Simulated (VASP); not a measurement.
# Be2C (Fm-3m) in VASP: notebook

Be2C is run at these levels: PBEsol; tasks: single point, relaxation of cell and atoms.

Everything below comes from runs of VASP 6.6.1. Logs are shortened: lines on timing, memory, paths and dates and some standing lists are left out, and cuts for length are marked.

## Step 1: The cell of the first run

The structure is cubic, space group Fm-3m (No. 225). Conventional cell: a = 4.311 Å, b = 4.311 Å, c = 4.311 Å, α = 90.00°, β = 90.00°, γ = 90.00°. Be (site symmetry -43m) has 4 C at 1.87 Å and 6 Be at 2.16 Å within 2.5 Å. C (site symmetry m-3m) has 8 Be at 1.87 Å within 2.5 Å.

## Step 2: Single point, PBEsol

Input file INCAR:

```
SYSTEM = Be2C
PREC = Accurate ; ENCUT = 600
EDIFF = 1E-6 ; ISMEAR = 0
SIGMA = 0.01 ; LREAL = .False.
LASPH = .True. ; NELM = 120
ALGO = Normal ; ISIF = 2
LWAVE = .False. ; LCHARG = .False.
GGA = PS ; NBANDS = 11
GGA_COMPAT = .False.
```

Input file KPOINTS:

```
regular mesh
0
Gamma
  10 10 10
  0 0 0
```

Input file POSCAR:

```
Be2C
1.0
    2.1553793063      2.1553793063      0.0000000000
   -2.1553793063      2.1553793063      0.0000000000
    0.0000000000      2.1553793063      2.1553793063
Be C
2 1
Direct
    0.2500000000      0.7500000000      0.5000000000
    0.7500000000      0.2500000000      0.5000000000
    0.0000000000      0.0000000000      0.0000000000
```

Potentials or basis: VASP PAW PBE potentials, release 64 (Be, C).

Launch:

```sh
$ cat potpaw_PBE.64/Be/POTCAR potpaw_PBE.64/C/POTCAR > POTCAR
$ mpirun -np 1 vasp_std > vasp.out
```

OUTCAR:

```text
SYSTEM = Be2C
   PREC = Accurate
   ENCUT = 600
   EDIFF = 1E-6
   ISMEAR = 0
   LREAL = .False.
   LASPH = .True.
   NELM = 120
   ISIF = 2
   GGA = PS

 ion  position               nearest neighbor table
   1  0.250  0.750  0.500-   3 1.87   3 1.87   3 1.87   3 1.87   2 2.16   2 2.16   2 2.16   2 2.16
                             2 2.16   2 2.16
   2  0.750  0.250  0.500-   3 1.87   3 1.87   3 1.87   3 1.87   1 2.16   1 2.16   1 2.16   1 2.16
                             1 2.16   1 2.16
   3  0.000  0.000  0.000-   2 1.87   1 1.87   2 1.87   1 1.87   1 1.87   2 1.87   1 1.87   2 1.87

  LATTYP: Found a face centered cubic cell.
 ALAT       =     4.3107586126

  Lattice vectors:

 A1 = (   0.0000000000,   2.1553793063,   2.1553793063)
 A2 = (   2.1553793063,   0.0000000000,   2.1553793063)
 A3 = (   2.1553793063,   2.1553793063,   0.0000000000)

Analysis of symmetry for initial positions (statically):
=====================================================================
 Subroutine PRICEL returns:
 Original cell was already a primitive cell.

 Routine SETGRP: Setting up the symmetry group for a
 face centered cubic supercell.

 Subroutine GETGRP returns: Found 48 space group operations
 (whereof 48 operations were pure point group operations)
 out of a pool of 48 trial point group operations.

The static configuration has the point symmetry O_h .

Analysis of symmetry for dynamics (positions and initial velocities):
=====================================================================
 Subroutine PRICEL returns:
 Original cell was already a primitive cell.

 Routine SETGRP: Setting up the symmetry group for a
 face centered cubic supercell.

 Subroutine GETGRP returns: Found 48 space group operations
 (whereof 48 operations were pure point group operations)
 out of a pool of 48 trial point group operations.

The dynamic configuration has the point symmetry O_h .

 Subroutine INISYM returns: Found 48 space group operations
 (whereof 48 operations are pure point group operations),
 and found     1 'primitive' translations

----------------------------------------------------------------------------------------

                                     Primitive cell

  volume of cell :      20.0263

  direct lattice vectors                    reciprocal lattice vectors
     2.155379306  2.155379306  0.000000000     0.231977731  0.231977731 -0.231977731
    -2.155379306  2.155379306  0.000000000    -0.231977731  0.231977731 -0.231977731
     0.000000000  2.155379306  2.155379306     0.000000000  0.000000000  0.463955461

  length of vectors
     3.048166647  3.048166647  3.048166647     0.401797216  0.401797216  0.463955461

  position of ions in fractional coordinates (direct lattice)
     0.250000000  0.750000000  0.500000000
     0.750000000  0.250000000  0.500000000
     0.000000000  0.000000000  0.000000000

  ion indices of the primitive-cell ions
   primitive index   ion index
                 1           1
                 2           2
                 3           3

----------------------------------------------------------------------------------------

 KPOINTS: regular mesh

Automatic generation of k-mesh.
 Grid dimensions read from file:
 generate k-points for:   10   10   10

 Generating k-lattice:

  Cartesian coordinates                     Fractional coordinates (reciprocal lattice)
     0.023197773  0.023197773 -0.023197773     0.100000000  0.000000000  0.000000000
    -0.023197773  0.023197773 -0.023197773     0.000000000  0.100000000  0.000000000
     0.000000000  0.000000000  0.046395546     0.000000000  0.000000000  0.100000000

  Length of vectors
     0.040179722  0.040179722  0.046395546

  Shift w.r.t. Gamma in fractional coordinates (k-lattice)
     0.000000000  0.000000000  0.000000000

 Subroutine IBZKPT returns following result:
 ===========================================

 Found     47 irreducible k-points:

 Following reciprocal coordinates:
            Coordinates               Weight
  0.000000  0.000000  0.000000      1.000000
  0.100000  0.000000  0.000000      8.000000
  0.200000  0.000000  0.000000      8.000000
  0.300000  0.000000  0.000000      8.000000
  0.400000  0.000000  0.000000      8.000000
  0.500000  0.000000  0.000000      4.000000
[... 16 lines left out ...]
  0.300000  0.300000  0.000000     12.000000
  0.400000  0.300000  0.000000     24.000000
 [... further k-points ...]
   k-points           NKPTS =     47   k-points in BZ     NKDIM =     47   number of bands    NBANDS=     11
   number of dos      NEDOS =    301   number of ions     NIONS =      3
   total plane-waves  NPLWV =  13824
   dimension x,y,z NGX =    24 NGY =   24 NGZ =   24
   dimension x,y,z NGXF=    48 NGYF=   48 NGZF=   48
   ions per type =               2   1
   NGX,Y,Z   is equivalent  to a cutoff of  13.09, 13.09, 13.09 a.u.
   NGXF,Y,Z  is equivalent  to a cutoff of  26.18, 26.18, 26.18 a.u.
 SYSTEM =  Be2C
   PREC   = accura    normal or accurate (medium, high low for compatibility)
   ISTART =      0    job   : 0-new  1-cont  2-samecut
   ICHARG =      2    charge: 1-file 2-atom 10-const
   ISPIN  =      1    spin polarized calculation?
   LNONCOLLINEAR =      F non collinear calculations
   LSORBIT =      F    spin-orbit coupling
   LASPH  =      T    aspherical Exc in radial PAW
   ENCUT  =  600.0 eV  44.10 Ry    6.64 a.u.   6.09  6.09  6.09*2*pi/ulx,y,z
   NELM   =    120;   NELMIN=  2; NELMDL= -5     # of ELM steps
   EDIFF  = 0.1E-05   stopping-criterion for ELM
   LREAL  =      F    real-space projection
   EDIFFG = 0.1E-04   stopping-criterion for IOM
   NSW    =      0    number of steps for IOM
   IBRION =     -1    ionic relax: 0-MD 1-quasi-New 2-CG
   NFREE  =      0    steps in history (QN), initial steepest desc. (CG)
   ISIF   =      2    stress and relaxation
   ISYM   =      2    0-nonsym 1-usesym 2-fastsym
   POTIM  = 0.5000    time-step for ionic-motion
   TEBEG  =    0.0;   TEEND  =   0.0 temperature during run
   PSTRESS=    0.0 pullay stress
   NELECT =       8.0000    total number of electrons
   NUPDOWN=      -1.0000    fix difference up-down
   EMIN   =  10.00;   EMAX   =-10.00  energy-range for DOS
   EFERMI =   0.00;   METHOD = LEGACY
   ISMEAR =     0;   SIGMA  =   0.01  broadening in eV -4-tet -1-fermi 0-gaus
   EFERMI_NEDOS =   21; number of points for ismear=-14 and -15
   IALGO  =     38    algorithm
   IMIX   =      4    mixing-type and parameters
     AMIX     =   0.40;   BMIX     =  1.00
     AMIX_MAG =   1.60;   BMIX_MAG =  1.00
  volume/ion in A,a.u.               =       6.68        45.05
  Fermi-wavevector in a.u.,A,eV,Ry     =   1.205696  2.278435 19.778825  1.453703
  Thomas-Fermi vector in A             =   2.341385
   LORBIT       =      0    0 simple, 1 ext, 2 COOP (PROOUT), +10 PAW based schemes
   GGA     = PS    functional components
   LHFCALC =     F    Hartree Fock is set to
   AEXX    =    0.0000 exact exchange contribution
   IVDW    =     0    specifies the selected vdW correction
   LEPSILON=     F    determine dielectric tensor
   LRPA    =     F    only Hartree local field effects (RPA)
 non-spin polarized calculation
 Gauss-broadening in eV      SIGMA  =   0.01
  energy-cutoff  :      600.00
  volume of cell :       20.03
 maximum number of plane-waves:       692
   NGX = 13   NGY = 13   NGZ = 13

 number of electron       8.0000000 magnetization

 Free energy of the ion-electron system (eV)
  ---------------------------------------------------
  ext. energy  EPLUGINS =         0.00000000
  ---------------------------------------------------
  free energy    TOTEN  =       -18.41285030 eV

  energy without entropy =      -18.41285030  energy(sigma->0) =      -18.41285030

 E-fermi :   7.8656     XC(G=0): -11.5634

 val. band max:        7.8179174908   @ k =   0.0000   0.0000   0.0000
 cond. band min:       8.8834795847   @ k =   0.5000   0.5000   0.0000
 fundamental gap:      1.0655620939
 Fermi energy:         7.8655973839

 k-point     1 :       0.0000    0.0000    0.0000
  band No.  band energies     occupation
      1      -7.3105      2.00000
      2       7.8179      2.00000
      3       7.8179      2.00000
      4       7.8179      2.00000
      5      11.9268      0.00000
      6      11.9268      0.00000
      7      11.9268      0.00000
      8      14.6657      0.00000
      9      21.0012      0.00000
     10      21.0012      0.00000
     11      21.0012      0.00000

 k-point     2 :       0.1000    0.0000    0.0000
  band No.  band energies     occupation
      1      -7.1495      2.00000
      2       6.4729      2.00000
      3       7.5063      2.00000
      4       7.5063      2.00000
      5      12.3791      0.00000
      6      12.3791      0.00000
      7      12.7843      0.00000
      8      15.0303      0.00000
      9      19.9451      0.00000
     10      19.9451      0.00000
     11      21.4065      0.00000

 k-point     3 :       0.2000    0.0000    0.0000
  band No.  band energies     occupation
      1      -6.6723      2.00000
      2       4.1142      2.00000
      3       6.9104      2.00000
      4       6.9104      2.00000
      5      13.1279      0.00000
      6      13.1279      0.00000
      7      13.7374      0.00000
      8      15.9734      0.00000
      9      19.0279      0.00000
     10      19.0279      0.00000
     11      22.5268      0.00000

 k-point     4 :       0.3000    0.0000    0.0000
  band No.  band energies     occupation
      1      -5.9067      2.00000
      2       1.7973      2.00000
      3       6.3917      2.00000
      4       6.3917      2.00000
      5      13.2629      0.00000
      6      13.2629      0.00000
      7      14.3655      0.00000
      8      16.8557      0.00000
      9      19.6245      0.00000
     10      19.6245      0.00000
     11      23.8432      0.00000

 k-point     5 :       0.4000    0.0000    0.0000
  band No.  band energies     occupation
      1      -4.9673      2.00000
      2      -0.1239      2.00000
      3       6.0675      2.00000
      4       6.0675      2.00000
      5      12.9530      0.00000
      6      12.9530      0.00000
      7      14.8044      0.00000
      8      17.4063      0.00000
      9      21.3118      0.00000
     10      21.3118      0.00000
     11      24.7530      0.00000
[... 211 lines left out ...]
 k-point    21 :      -0.3000    0.2000    0.0000
  band No.  band energies     occupation
      1      -5.9089      2.00000
      2       3.4555      2.00000
      3       4.7474      2.00000
      4       5.3488      2.00000
      5      12.1927      0.00000
      6      13.2078      0.00000
      7      16.0212      0.00000
      8      16.1421      0.00000
      9      19.9140      0.00000
     10      23.3823      0.00000
     11      24.3693      0.00000

 k-point    22 :      -0.2000    0.2000    0.0000
  band No.  band energies     occupation
      1      -6.4666      2.00000
      2       5.3300      2.00000
      3       5.3300      2.00000
      4       5.5715      2.00000
      5      12.4862      0.00000
      6      13.1074      0.00000
      7      15.2131      0.00000
      8      15.2131      0.00000
      9      18.9985      0.00000
     10      23.2873      0.00000
     11      23.2873      0.00000

 k-point    23 :       0.3000    0.3000    0.0000
  band No.  band energies     occupation
      1      -4.0342      2.00000
      2       0.4901      2.00000
      3       2.2479      2.00000
      4       4.8341      2.00000
      5      12.2615      0.00000
      6      17.3656      0.00000
      7      17.5172      0.00000
      8      17.8468      0.00000
      9      19.2895      0.00000
     10      20.2670      0.00000
     11      25.3141      0.00000

 k-point    24 :       0.4000    0.3000    0.0000
  band No.  band energies     occupation
      1      -3.6284      2.00000
      2       0.2632      2.00000
      3       2.1543      2.00000
      4       4.1358      2.00000
      5      11.5593      0.00000
      6      17.2177      0.00000
      7      17.7919      0.00000
      8      18.5939      0.00000
      9      20.4004      0.00000
     10      20.8875      0.00000
     11      25.3187      0.00000

 [... further k-points ...]
[... 5 lines left out ...]
  --------------------------------------------------------------------------------------
  -------------------------------------------------------------------------------------
  Total        0.0701751      0.0701751      0.0701751      0.0000000      0.0000000     -0.0000000
  in kB        5.6142618      5.6142618      5.6142618      0.0000000      0.0000000     -0.0000000
  external PRESSURE =       5.6142618 kB  Pullay stress =       0.0000000 kB

 VOLUME and BASIS-vectors are now :
 -----------------------------------------------------------------------------
  energy-cutoff  :      600.00
  volume of cell :       20.03
      direct lattice vectors                 reciprocal lattice vectors
     2.155379306  2.155379306  0.000000000     0.231977731  0.231977731 -0.231977731
    -2.155379306  2.155379306  0.000000000    -0.231977731  0.231977731 -0.231977731
     0.000000000  2.155379306  2.155379306     0.000000000  0.000000000  0.463955461

 POSITION                                       TOTAL-FORCE (eV/Angst)
 -----------------------------------------------------------------------------------
     -1.07769      3.23307      1.07769        -0.000000      0.000000     -0.000000
      1.07769      3.23307      1.07769         0.000000     -0.000000      0.000000
      0.00000      0.00000      0.00000         0.000000     -0.000000      0.000000
 -----------------------------------------------------------------------------------
    total drift:                                0.000000     -0.000000      0.000000

  FREE ENERGIE OF THE ION-ELECTRON SYSTEM (eV)
  ---------------------------------------------------
  free  energy   TOTEN  =       -18.4128503044 eV

  energy  without entropy=      -18.4128503044  energy(sigma->0) =      -18.41285030
```

Wall time 5 s (1 thread of Intel Xeon Platinum 8559C (Emerald Rapids), shared host); peak memory 0.13 GiB.

Results:

* Free energy: -18.4129 eV
* Pressure: 0.6 GPa
* Band gap on the k mesh: 1.07 eV, indirect (least direct gap 4.11 eV)

Levels at points of the mesh, in eV from the valence-band top:
```tsv
k point	band 1	band 2	band 3	band 4	band 5	band 6	band 7	band 8
(0.00, 0.00, 0.00)	-15.13	0.00	0.00	0.00	4.11	4.11	4.11	6.85
(0.50, 0.00, 0.00)	-12.21	-8.85	-1.86	-1.86	4.97	4.97	7.15	9.78
(0.50, 0.50, 0.00)	-11.47	-6.83	-4.81	-4.81	1.07	5.81	13.34	13.34
```

Caveat: the PAW data sets were made with another functional, which shifts forces and pressure a little. A k mesh can miss the band edges.

## Step 3: Single point, PBEsol

Input file INCAR:

```
SYSTEM = Be2C
PREC     = Accurate       ! precision mode
ENCUT    = 600            ! plane-wave cutoff, eV
EDIFF    = 1E-6           ! SCF threshold, eV
ISMEAR   = -1             ! smearing method
SIGMA    = 0.05           ! smearing width, eV
LREAL    = .FALSE.        ! projectors in reciprocal space
LASPH    = .TRUE.         ! aspherical terms in the spheres
NELM     = 120            ! most SCF steps
ALGO     = Normal         ! electronic algorithm
ISIF     = 2              ! what is computed and relaxed
LWAVE    = .FALSE.        ! write WAVECAR
LCHARG   = .FALSE.        ! write CHGCAR
GGA      = PS             ! functional
NBANDS   = 11             ! bands
GGA_COMPAT= .FALSE.
```

Input file KPOINTS:

```
regular mesh
0
G
  14 14 14
  0 0 0
```

POSCAR is that of step 2.

Potentials or basis: VASP PAW PBE potentials, release 64 (Be, C).

Launch:

```sh
$ cat potpaw_PBE.64/Be/POTCAR potpaw_PBE.64/C/POTCAR > POTCAR
$ mpirun -np 1 vasp_std > vasp.out
```

It took 9.8 s on 1 thread of Intel Xeon Platinum 8559C (Emerald Rapids), shared host; peak memory 0.15 GiB.

It converged, with:

* Free energy: -18.4129 eV
* Pressure: 0.6 GPa
* Band gap on the k mesh: 1.07 eV, indirect (least direct gap 4.11 eV)

Levels at points of the mesh, in eV from the valence-band top:
```csv
k point,band 2,band 3,band 4,band 5,band 6,band 7
"(0.00, 0.00, 0.00)",0.00,0.00,0.00,4.11,4.11,4.11
"(0.50, 0.00, 0.00)",-8.85,-1.86,-1.86,4.97,4.97,7.15
"(0.50, 0.50, 0.00)",-6.83,-4.81,-4.81,1.07,5.81,13.34
```

Caveat: the PAW data sets were made with another functional, which shifts forces and pressure a little. A hybrid or GW would open this gap; PBEsol tends to underestimate it.

(Continued in part 2 of 2.)
